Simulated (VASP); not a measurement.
# Ni (Im-3m) in VASP: settings compared

The runs below take Ni through vibrations by perturbation theory, elastic constants, with PBE, PBEsol.

All numbers are computed with VASP 6.6.1; they aren't measurements. Logs are shortened: lines on timing, memory, paths and dates and some standing lists are left out, and cuts for length are marked.

## (1) The cell of the first run

It takes space group Im-3m (No. 229, cubic). The conventional cell has a = 2.767 Å, b = 2.767 Å, c = 2.767 Å, α = 90.00°, β = 90.00°, γ = 90.00°. Ni (site symmetry m-3m) has 14 Ni at 2.40 to 2.77 Å within 3.2 Å.

## (2) Vibrations by perturbation theory, PBE, collinear spin, ferromagnetic start

Contents of INCAR:

```
PREC = Accurate ; ENCUT = 520
EDIFF = 1E-8 ; ISMEAR = -1
SIGMA = 0.05 ; LREAL = False
LASPH = True ; NELM = 150
ALGO = Normal ; ISIF = 2
LWAVE = False ; LCHARG = False
ISPIN = 2 ; MAGMOM = 1
LORBIT = 11 ; LMAXMIX = 4
GGA = PE ; NBANDS = 15
IBRION = 8 ; NSW = 1
```

Contents of KPOINTS:

```
Automatic mesh
0
Gamma
  10 10 10
```

Contents of POSCAR:

```
Ni
1.0
   -1.3837154700      1.3837154700      1.3837154700
    1.3837154700     -1.3837154700      1.3837154700
    1.3837154700      1.3837154700     -1.3837154700
Ni
1
Direct
    0.0000000000      0.0000000000      0.0000000000
```

Potentials or basis: VASP PAW PBE potentials, release 64 (Ni).

Started as:

```bash
$ cat potpaw_PBE.64/Ni/POTCAR > POTCAR
$ mpirun -np 1 vasp_std > vasp.out
```

OUTCAR:

```text
PREC = Accurate
   ENCUT = 520
   EDIFF = 1E-8
   ISMEAR = -1
   LREAL = False
   LASPH = True
   NELM = 150
   ISIF = 2
   ISPIN = 2
   LORBIT = 11
   GGA = PE
   IBRION = 8
   NSW = 1

 ion  position               nearest neighbor table
   1  0.000  0.000  0.000-

  LATTYP: Found a body centered cubic cell.
 ALAT       =     2.7674309400

  Lattice vectors:

 A1 = (  -1.3837154700,   1.3837154700,   1.3837154700)
 A2 = (   1.3837154700,  -1.3837154700,   1.3837154700)
 A3 = (   1.3837154700,   1.3837154700,  -1.3837154700)

Analysis of symmetry for initial positions (statically):
=====================================================================
 Subroutine PRICEL returns:
 Original cell was already a primitive cell.

 Routine SETGRP: Setting up the symmetry group for a
 body centered cubic supercell.

 Subroutine GETGRP returns: Found 48 space group operations
 (whereof 48 operations were pure point group operations)
 out of a pool of 48 trial point group operations.

The static configuration has the point symmetry O_h .

Analysis of symmetry for dynamics (positions and initial velocities):
=====================================================================
 Subroutine PRICEL returns:
 Original cell was already a primitive cell.

 Routine SETGRP: Setting up the symmetry group for a
 body centered cubic supercell.

 Subroutine GETGRP returns: Found 48 space group operations
 (whereof 48 operations were pure point group operations)
 out of a pool of 48 trial point group operations.

The dynamic configuration has the point symmetry O_h .

Analysis of structural, dynamic, and magnetic symmetry:
=====================================================================
 Subroutine PRICEL returns:
 Original cell was already a primitive cell.

[... 1039 lines left out ...]
  -------------------------------------------------------------------------------------
  Total        0.4664734      0.4664734      0.4664734      0.0000000      0.0000000      0.0000000
  in kB       70.5240290     70.5240290     70.5240290      0.0000000      0.0000000      0.0000000
  external PRESSURE =      70.5240290 kB  Pullay stress =       0.0000000 kB

 VOLUME and BASIS-vectors are now :
 -----------------------------------------------------------------------------
  energy-cutoff  :      520.00
  volume of cell :       10.60
      direct lattice vectors                 reciprocal lattice vectors
    -1.383715470  1.383715470  1.383715470     0.000000000  0.361345964  0.361345964
     1.383715470 -1.383715470  1.383715470     0.361345964  0.000000000  0.361345964
     1.383715470  1.383715470 -1.383715470     0.361345964  0.361345964  0.000000000

 POSITION                                       TOTAL-FORCE (eV/Angst)
 -----------------------------------------------------------------------------------
      0.00000      0.00000      0.00000        -0.000000      0.000000     -0.000000
 -----------------------------------------------------------------------------------
    total drift:                                0.000000     -0.000000      0.000000

  FREE ENERGIE OF THE ION-ELECTRON SYSTEM (eV)
  ---------------------------------------------------
  free  energy   TOTEN  =        -5.3710170513 eV

  energy  without entropy=       -5.3550101057  energy(sigma->0) =       -5.36301358

[... ionic steps 2 to 3 ...]

--------------------------------------- Ionic step        4  -------------------------------------------

 Free energy of the ion-electron system (eV)
  ---------------------------------------------------
  ---------------------------------------------------
  free energy    TOTEN  =        -0.17324728 eV

  energy without entropy =       -0.17324729

------------------------ aborting loop because EDIFF is reached ----------------------------------------

 INTERNAL STRAIN TENSOR  FOR ION    1  DIRECTION 1   (eV/Angst):
 -----------------------------------------------------------------------------
     0.00482  0.00000 -0.00000
     0.00000  0.00001  0.00000
    -0.00000  0.00000  0.00001

 INTERNAL STRAIN TENSOR FOR ION    1 for displacements in x,y,z  (eV/Angst):
          X           Y           Z          XY          YZ          ZX
  --------------------------------------------------------------------------------
  x     0.00000     0.00000     0.00000     0.00000     0.00000     0.00000
  y     0.00000     0.00000     0.00000     0.00000     0.00000     0.00000
  z     0.00000     0.00000     0.00000     0.00000     0.00000     0.00000

 SECOND DERIVATIVES (NOT SYMMETRIZED)
 ------------------------------------
               1X          1Y          1Z
  1X    -0.040633    0.000000    0.000000
  1Y     0.000000   -0.040633    0.000000
  1Z     0.000000    0.000000   -0.040633

 Eigenvectors and eigenvalues of the dynamical matrix
 ----------------------------------------------------

   1 f  =    0.411347 THz     2.584570 2PiTHz   13.721060 cm-1     1.701194 meV
             X         Y         Z           dx          dy          dz
      0.000000  0.000000  0.000000     1.000000    0.000000    0.000000

   2 f  =    0.411347 THz     2.584570 2PiTHz   13.721060 cm-1     1.701194 meV
             X         Y         Z           dx          dy          dz
      0.000000  0.000000  0.000000     0.000000    1.000000    0.000000

   3 f  =    0.411347 THz     2.584570 2PiTHz   13.721060 cm-1     1.701194 meV
             X         Y         Z           dx          dy          dz
      0.000000  0.000000  0.000000     0.000000    0.000000    1.000000

--------------------------------------------------------------------------------------------------------

 ELASTIC MODULI CONTR FROM IONIC RELAXATION (kBar)
 Direction    XX          YY          ZZ          XY          YZ          ZX
 --------------------------------------------------------------------------------
 XX           0.0000      0.0000      0.0000      0.0000      0.0000      0.0000
 YY           0.0000      0.0000      0.0000      0.0000      0.0000      0.0000
 ZZ           0.0000      0.0000      0.0000      0.0000      0.0000      0.0000
 XY           0.0000      0.0000      0.0000      0.0000      0.0000      0.0000
 YZ           0.0000      0.0000      0.0000      0.0000      0.0000      0.0000
 ZX           0.0000      0.0000      0.0000      0.0000      0.0000      0.0000
 --------------------------------------------------------------------------------

 total charge

# of ion       s       p       d       tot
------------------------------------------
    1        0.502   0.510   8.352   9.363

 magnetization (x)

# of ion       s       p       d       tot
------------------------------------------
    1       -0.005  -0.015   0.473   0.453
```

OSZICAR:

```text
N       E                     dE             d eps       ncg     rms          rms(c)
DAV:   1     0.336125849249E+02    0.33613E+02   -0.42016E+03  2985   0.869E+02
[... 32 lines left out ...]
RMM:   7    -0.173258944405E+00    0.12796E-04   -0.13299E-07 12221   0.285E-03    0.184E-03
RMM:   8    -0.173251463730E+00    0.74807E-05   -0.45610E-08 12371   0.164E-03    0.338E-04
RMM:   9    -0.173249146022E+00    0.23177E-05   -0.95389E-09 12600   0.664E-04    0.147E-04
RMM:  10    -0.173247921225E+00    0.12248E-05   -0.37291E-09 12704   0.286E-04    0.532E-05
RMM:  11    -0.173247347025E+00    0.57420E-06   -0.34279E-09 13160   0.103E-04    0.908E-06
RMM:  12    -0.173247275288E+00    0.71737E-07   -0.36343E-09 13308   0.528E-05    0.356E-06
RMM:  13    -0.173247284191E+00   -0.89033E-08   -0.93096E-09 13254   0.372E-05    0.238E-06
 Linear response finished
```

stdout:

```text
POSCAR found type information on POSCAR Ni
 POSCAR found :  1 types and       1 ions
 scaLAPACK will be used
 LDA part: xc-table for (Slater+PW92), standard interpolation
 POSCAR, INCAR and KPOINTS ok, starting setup
 FFT: planning ... GRIDC
 FFT: planning ... GRID_SOFT
 FFT: planning ... GRID
 WAVECAR not read
 entering main loop
 Linear response reoptimize wavefunctions to high precision
 Linear response DOF=           1
 Linear response progress:
 first order change of Fermi-energy  -0.70635E-03
 force on displaced ion       1 direction 1 :  -0.041   0.000   0.000
 Linear response finished
```

Wall time 52 s (1 thread of AMD EPYC 9R45 (Zen 5), shared host); peak memory 0.15 GiB.

Results:

- Net moment: 0.45 μB per cell
- Site moments: Ni +0.45 μB
- Valence electrons inside the program's atomic spheres: Ni 9.36

(Continued in part 2 of 2.)
